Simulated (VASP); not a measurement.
# ZnO (P6_3mc) in VASP: notebook

The runs below take ZnO through single point, with LDA.

Program: VASP 6.6.1. These are calculated values, not measurements. Logs are shortened: lines on timing, memory, paths and dates and some standing lists are left out, and cuts for length are marked.

### Step 1. The cell of the first run

It takes space group P6_3mc (No. 186, hexagonal). Conventional cell: a = 3.183 Å, b = 3.183 Å, c = 5.098 Å, α = 90.00°, β = 90.00°, γ = 120.00°. Within 2.6 Å of Zn (site symmetry 3m) lie 4 O at 1.93 to 1.95 Å. Within 2.6 Å of O (site symmetry 3m) lie 4 Zn at 1.93 to 1.95 Å.

### Step 2. Single point, LDA (volume scaled by 0.94)

Contents of INCAR:

```
SYSTEM = ZnO
ALGO = Normal ; EDIFF = 1E-6
ENCUT = 520 ; GGA = CA
ISIF = 2 ; ISMEAR = -1
LASPH = .True. ; LCHARG = .False.
LREAL = .False. ; LWAVE = .False.
NBANDS = 26 ; NELM = 100
PREC = Accurate ; SIGMA = 0.01
```

Contents of KPOINTS:

```
k-points
0
Gamma
  8 8 5
  0 0 0
```

Contents of POSCAR:

```
ZnO
1.0
    3.1830658516      0.0000000000      0.0000000000
   -1.5915329258      2.7566158894      0.0000000000
    0.0000000000      0.0000000000      5.0975701925
Zn O
2 2
Direct
    0.3333333333      0.6666666667      0.0000000000
    0.6666666667      0.3333333333      0.5000000000
    0.3333333333      0.6666666667      0.3821000000
    0.6666666667      0.3333333333      0.8821000000
```

Potentials or basis: VASP PAW LDA potentials, release 64 (Zn, O).

Launch:

```bash
$ cat potpaw_LDA.64/Zn/POTCAR potpaw_LDA.64/O/POTCAR > POTCAR
$ mpirun -np 1 vasp_std > vasp.out
```

OUTCAR:

```text
SYSTEM = ZnO
   EDIFF = 1E-6
   ENCUT = 520
   GGA = CA
   ISIF = 2
   ISMEAR = -1
   LASPH = .True.
   LREAL = .False.
   NELM = 100
   PREC = Accurate

 ion  position               nearest neighbor table
   1  0.333  0.667  0.000-   4 1.93   4 1.93   4 1.93   3 1.95
   2  0.667  0.333  0.500-   3 1.93   3 1.93   3 1.93   4 1.95
   3  0.333  0.667  0.382-   2 1.93   2 1.93   2 1.93   1 1.95
   4  0.667  0.333  0.882-   1 1.93   1 1.93   1 1.93   2 1.95

  LATTYP: Found a hexagonal cell.
 ALAT       =     3.1830658516
 C/A-ratio  =     1.6014655147

  Lattice vectors:

 A1 = (   3.1830658516,   0.0000000000,   0.0000000000)
 A2 = (  -1.5915329258,   2.7566158894,   0.0000000000)
 A3 = (   0.0000000000,   0.0000000000,   5.0975701925)

Analysis of symmetry for initial positions (statically):
=====================================================================
 Subroutine PRICEL returns:
 Original cell was already a primitive cell.

 Routine SETGRP: Setting up the symmetry group for a
 hexagonal supercell.

 Subroutine GETGRP returns: Found 12 space group operations
 (whereof  6 operations were pure point group operations)
 out of a pool of 24 trial point group operations.

The static configuration has the point symmetry C_3v.
 The point group associated with its full space group is C_6v.

Analysis of symmetry for dynamics (positions and initial velocities):
=====================================================================
 Subroutine PRICEL returns:
 Original cell was already a primitive cell.

 Routine SETGRP: Setting up the symmetry group for a
 hexagonal supercell.

 Subroutine GETGRP returns: Found 12 space group operations
 (whereof  6 operations were pure point group operations)
 out of a pool of 24 trial point group operations.

The dynamic configuration has the point symmetry C_3v.
 The point group associated with its full space group is C_6v.

 Subroutine INISYM returns: Found 12 space group operations
 (whereof  6 operations are pure point group operations),
 and found     1 'primitive' translations

----------------------------------------------------------------------------------------

                                     Primitive cell

  volume of cell :      44.7286

[... 83 lines left out ...]
   PREC   = accura    normal or accurate (medium, high low for compatibility)
   ISTART =      0    job   : 0-new  1-cont  2-samecut
   ICHARG =      2    charge: 1-file 2-atom 10-const
   ISPIN  =      1    spin polarized calculation?
   LNONCOLLINEAR =      F non collinear calculations
   LSORBIT =      F    spin-orbit coupling
   LASPH  =      T    aspherical Exc in radial PAW
   ENCUT  =  520.0 eV  38.22 Ry    6.18 a.u.   5.92  5.92  9.48*2*pi/ulx,y,z
   NELM   =    100;   NELMIN=  2; NELMDL= -5     # of ELM steps
   EDIFF  = 0.1E-05   stopping-criterion for ELM
   LREAL  =      F    real-space projection
   EDIFFG = 0.1E-04   stopping-criterion for IOM
   NSW    =      0    number of steps for IOM
   IBRION =     -1    ionic relax: 0-MD 1-quasi-New 2-CG
   NFREE  =      0    steps in history (QN), initial steepest desc. (CG)
   ISIF   =      2    stress and relaxation
   ISYM   =      2    0-nonsym 1-usesym 2-fastsym
   POTIM  = 0.5000    time-step for ionic-motion
   TEBEG  =    0.0;   TEEND  =   0.0 temperature during run
   PSTRESS=    0.0 pullay stress
   NELECT =      36.0000    total number of electrons
   NUPDOWN=      -1.0000    fix difference up-down
   EMIN   =  10.00;   EMAX   =-10.00  energy-range for DOS
   EFERMI =   0.00;   METHOD = LEGACY
   ISMEAR =    -1;   SIGMA  =   0.01  broadening in eV -4-tet -1-fermi 0-gaus
   EFERMI_NEDOS =   21; number of points for ismear=-14 and -15
   IALGO  =     38    algorithm
   IMIX   =      4    mixing-type and parameters
     AMIX     =   0.40;   BMIX     =  1.00
     AMIX_MAG =   1.60;   BMIX_MAG =  1.00
  volume/ion in A,a.u.               =      11.18        75.46
  Fermi-wavevector in a.u.,A,eV,Ry     =   1.522816  2.877704 31.551464  2.318967
  Thomas-Fermi vector in A             =   2.631343
   LORBIT       =      0    0 simple, 1 ext, 2 COOP (PROOUT), +10 PAW based schemes
   GGA     = CA    functional components
   LHFCALC =     F    Hartree Fock is set to
   AEXX    =    0.0000 exact exchange contribution
   IVDW    =     0    specifies the selected vdW correction
   LEPSILON=     F    determine dielectric tensor
   LRPA    =     F    only Hartree local field effects (RPA)
 non-spin polarized calculation
  energy-cutoff  :      520.00
  volume of cell :       44.73
 maximum number of plane-waves:      1215
 NGX is ok and might be reduce to    24
   NGX = 11   NGY = 11   NGZ = 19

 number of electron      35.9999988 magnetization

 Free energy of the ion-electron system (eV)
  ---------------------------------------------------
  ext. energy  EPLUGINS =         0.00000000
  ---------------------------------------------------
  free energy    TOTEN  =       -21.14553286 eV

  energy without entropy =      -21.14553286  energy(sigma->0) =      -21.14553286

 E-fermi :   1.7787     XC(G=0): -11.7965

 val. band max:        1.4813189601   @ k =   0.0000   0.0000   0.0000
 cond. band min:       2.3222004180   @ k =   0.0000   0.0000   0.0000
 fundamental gap:      0.8408814580
 Fermi energy:         1.7787073267

 k-point     1 :       0.0000    0.0000    0.0000
  band No.  band energies     occupation
      1     -16.8575      2.00000
      2     -15.9779      2.00000
      3      -4.7066      2.00000
      4      -4.6364      2.00000
      5      -4.6364      2.00000
      6      -4.5364      2.00000
[... 685 lines left out ...]
     25      15.2291      0.00000
     26      15.4979      0.00000

 [... further k-points ...]
[... 5 lines left out ...]
  --------------------------------------------------------------------------------------
  -------------------------------------------------------------------------------------
  Total        0.9173746      0.9173746      1.0056516      0.0000000      0.0000000     -0.0000000
  in kB       32.8603498     32.8603498     36.0224315      0.0000000      0.0000000     -0.0000000
  external PRESSURE =      33.9143770 kB  Pullay stress =       0.0000000 kB

 VOLUME and BASIS-vectors are now :
 -----------------------------------------------------------------------------
  energy-cutoff  :      520.00
  volume of cell :       44.73
      direct lattice vectors                 reciprocal lattice vectors
     3.183065852  0.000000000  0.000000000     0.314162523  0.181381817  0.000000000
    -1.591532926  2.756615889  0.000000000     0.000000000  0.362763635  0.000000000
     0.000000000  0.000000000  5.097570193     0.000000000  0.000000000  0.196171894

 POSITION                                       TOTAL-FORCE (eV/Angst)
 -----------------------------------------------------------------------------------
     -0.00000      1.83774      0.00000        -0.000000      0.000000      0.043532
      1.59153      0.91887      2.54879        -0.000000     -0.000000      0.043532
     -0.00000      1.83774      1.94778         0.000000     -0.000000     -0.043532
      1.59153      0.91887      4.49657        -0.000000      0.000000     -0.043532
 -----------------------------------------------------------------------------------
    total drift:                                0.000000      0.000001      0.000475

  FREE ENERGIE OF THE ION-ELECTRON SYSTEM (eV)
  ---------------------------------------------------
  free  energy   TOTEN  =       -21.1455328597 eV

  energy  without entropy=      -21.1455328597  energy(sigma->0) =      -21.14553286
```

OSZICAR:

```text
N       E                     dE             d eps       ncg     rms          rms(c)
DAV:   1     0.293194842594E+03    0.29319E+03   -0.18450E+04  1576   0.207E+03
DAV:   2     0.701999290451E+01   -0.28617E+03   -0.26827E+03  1632   0.417E+02
DAV:   3    -0.236496199455E+02   -0.30670E+02   -0.30274E+02  1728   0.139E+02
DAV:   4    -0.242315525121E+02   -0.58193E+00   -0.58083E+00  1726   0.196E+01
DAV:   5    -0.242345056494E+02   -0.29531E-02   -0.29529E-02  1682   0.146E+00    0.160E+01
DAV:   6    -0.210434455917E+02    0.31911E+01   -0.59695E+00  2458   0.602E+01    0.102E+01
DAV:   7    -0.212101293010E+02   -0.16668E+00   -0.27103E+00  1602   0.163E+01    0.598E+00
DAV:   8    -0.211941707235E+02    0.15959E-01   -0.53457E-01  2070   0.703E+00    0.165E+00
DAV:   9    -0.211434176484E+02    0.50753E-01   -0.10128E-01  2288   0.661E+00    0.318E-01
DAV:  10    -0.211455930253E+02   -0.21754E-02   -0.34935E-02  1588   0.131E+00    0.927E-02
DAV:  11    -0.211455322795E+02    0.60746E-04   -0.42133E-04  1914   0.292E-01    0.226E-02
DAV:  12    -0.211455322946E+02   -0.15145E-07   -0.71284E-05  1904   0.267E-01    0.880E-03
DAV:  13    -0.211455328597E+02   -0.56505E-06   -0.85215E-06  2030   0.904E-02
   1 F= -.21145533E+02 E0= -.21145533E+02  d E =-.466692E-15
```

stdout:

```text
POSCAR found type information on POSCAR ZnO
 POSCAR found :  2 types and       4 ions
 scaLAPACK will be used
 LDA part: xc-table for (Slater(with rela. corr.)+CA(PZ))
 , standard interpolation
 POSCAR, INCAR and KPOINTS ok, starting setup
 FFT: planning ... GRIDC
 FFT: planning ... GRID_SOFT
 FFT: planning ... GRID
 WAVECAR not read
 entering main loop
```

It took 43 s on 1 thread of AMD EPYC 7R13, shared host; peak memory 0.13 GiB.

Results:

```
Free energy            : -21.1455 eV
Pressure               : 3.4 GPa
Largest force          : 0.044 eV/Å
Band gap on the k mesh : 0.84 eV, direct
```

Forces in eV/Å, atoms in the order of the input:
```
Zn   0.000  0.000  0.044
Zn   0.000  0.000  0.044
O    0.000  0.000 -0.044
O    0.000  0.000 -0.044
```

### Step 3. Single point, LDA (volume scaled by 0.98)

Contents of INCAR:

```
SYSTEM = ZnO
  ALGO = Normal
  EDIFF = 1E-6
  ENCUT = 520
  GGA = CA
  ISIF = 2
  ISMEAR = -1
  LASPH = .TRUE.
  LCHARG = .TRUE.
  LELF = .TRUE.
  LREAL = .FALSE.
  LVHAR = .TRUE.
  LWAVE = .FALSE.
  NBANDS = 26
  NELM = 80
  PREC = Accurate
  SIGMA = 0.01
```

Contents of KPOINTS:

```
k-points
0
G
  8 8 5
  0 0 0
```

Contents of POSCAR:

```
ZnO
1.0
    3.2275900217      0.0000000000      0.0000000000
   -1.6137950108      2.7951749517      0.0000000000
    0.0000000000      0.0000000000      5.1688741155
Zn O
2 2
Direct
    0.3333333333      0.6666666667      0.0000000000
    0.6666666667      0.3333333333      0.5000000000
    0.3333333333      0.6666666667      0.3821000000
    0.6666666667      0.3333333333      0.8821000000
```

Potentials or basis: VASP PAW LDA potentials, release 64 (Zn, O).

Launch:

```bash
$ cat potpaw_LDA.64/Zn/POTCAR potpaw_LDA.64/O/POTCAR > POTCAR
$ mpirun -np 1 vasp_std > vasp.out
```

OUTCAR:

```text
SYSTEM = ZnO
   EDIFF = 1E-6
   ENCUT = 520
   GGA = CA
   ISIF = 2
   ISMEAR = -1
   LASPH = .TRUE.
   LREAL = .FALSE.
   NELM = 80
   PREC = Accurate

 ion  position               nearest neighbor table
   1  0.333  0.667  0.000-   4 1.96   4 1.96   4 1.96   3 1.98
   2  0.667  0.333  0.500-   3 1.96   3 1.96   3 1.96   4 1.98
   3  0.333  0.667  0.382-   2 1.96   2 1.96   2 1.96   1 1.98
   4  0.667  0.333  0.882-   1 1.96   1 1.96   1 1.96   2 1.98

  LATTYP: Found a hexagonal cell.
 ALAT       =     3.2275900217
 C/A-ratio  =     1.6014655147

  Lattice vectors:

 A1 = (   3.2275900217,   0.0000000000,   0.0000000000)
 A2 = (  -1.6137950108,   2.7951749517,   0.0000000000)
 A3 = (   0.0000000000,   0.0000000000,   5.1688741155)

Analysis of symmetry for initial positions (statically):
=====================================================================
 Subroutine PRICEL returns:
 Original cell was already a primitive cell.

 Routine SETGRP: Setting up the symmetry group for a
 hexagonal supercell.

 Subroutine GETGRP returns: Found 12 space group operations
 (whereof  6 operations were pure point group operations)
 out of a pool of 24 trial point group operations.
[... 163 lines left out ...]
  ---------------------------------------------------
  free energy    TOTEN  =       -21.14852209 eV

  energy without entropy =      -21.14852209  energy(sigma->0) =      -21.14852209

 E-fermi :   1.3424     XC(G=0): -11.5723

 val. band max:        1.0724156695   @ k =   0.0000   0.0000   0.0000
 cond. band min:       1.8474799949   @ k =   0.0000   0.0000   0.0000
 fundamental gap:      0.7750643255
 Fermi energy:         1.3424222663

 k-point     1 :       0.0000    0.0000    0.0000
  band No.  band energies     occupation
      1     -16.9018      2.00000
      2     -16.0936      2.00000
      3      -4.8154      2.00000
      4      -4.8154      2.00000
      5      -4.7690      2.00000
      6      -4.7250      2.00000
[... 685 lines left out ...]
     25      14.5725      0.00000
     26      14.8127      0.00000

 [... further k-points ...]
[... 5 lines left out ...]
  --------------------------------------------------------------------------------------
  -------------------------------------------------------------------------------------
  Total       -0.9816197     -0.9816197     -0.8317983     -0.0000000      0.0000000      0.0000000
  in kB      -33.7264413    -33.7264413    -28.5788846     -0.0000000      0.0000000      0.0000000
  external PRESSURE =     -32.0105891 kB  Pullay stress =       0.0000000 kB

 VOLUME and BASIS-vectors are now :
 -----------------------------------------------------------------------------
  energy-cutoff  :      520.00
  volume of cell :       46.63
      direct lattice vectors                 reciprocal lattice vectors
     3.227590022  0.000000000  0.000000000     0.309828694  0.178879680  0.000000000
    -1.613795011  2.795174952  0.000000000     0.000000000  0.357759359  0.000000000
     0.000000000  0.000000000  5.168874116     0.000000000  0.000000000  0.193465729

 POSITION                                       TOTAL-FORCE (eV/Angst)
 -----------------------------------------------------------------------------------
     -0.00000      1.86345      0.00000         0.000000      0.000000      0.041488
      1.61380      0.93172      2.58444         0.000000      0.000000      0.041488
     -0.00000      1.86345      1.97503        -0.000000      0.000000     -0.041488
      1.61380      0.93172      4.55946         0.000000     -0.000000     -0.041488
 -----------------------------------------------------------------------------------
    total drift:                               -0.000000     -0.000000     -0.000449

  FREE ENERGIE OF THE ION-ELECTRON SYSTEM (eV)
  ---------------------------------------------------
  free  energy   TOTEN  =       -21.1485220921 eV

  energy  without entropy=      -21.1485220921  energy(sigma->0) =      -21.14852209
```

Wall time 55 s (1 thread of AMD EPYC 7R13, shared host); peak memory 0.13 GiB.

Results:

```
Free energy            : -21.1485 eV
Pressure               : -3.2 GPa
Largest force          : 0.041 eV/Å
Band gap on the k mesh : 0.78 eV, direct
```

Forces in eV/Å, atoms in the order of the input:
```
Zn   0.000  0.000  0.041
Zn   0.000  0.000  0.041
O    0.000  0.000 -0.041
O    0.000  0.000 -0.041
```

Stress tensor (GPa, compression positive):
```
-3.37  0.00  0.00
 0.00 -3.37  0.00
 0.00  0.00 -2.86
```
